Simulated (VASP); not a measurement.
The system is Ta.

```xyz
1
Lattice="-1.6513 1.6513 1.6513 1.6513 -1.6513 1.6513 1.6513 1.6513 -1.6513" Properties=species:S:1:pos:R:3 pbc="T T T"
Ta    0.0000    0.0000    0.0000
```

Base run:

```yaml
Program: VASP 6.6.1
Functional: RPBE
Potentials_or_basis: VASP PAW PBE potentials, release 64 (Ta_pv)
Cutoff: 500 eV
k_mesh: 10 × 10 × 10
Occupations: fermi-dirac, width 0.1 eV
Spin: no spin polarisation
```

Its results: pressure 7.8 GPa.

Q: The run is repeated on the same cell with these changes: functional from RPBE to PBE. What comes out?

A: Pressure 4.4 GPa.

PBE binds more tightly than RPBE, so the same cell stands under less pressure.

Caveats: the PAW data sets were made with another functional, which shifts forces and pressure a little (some runs).
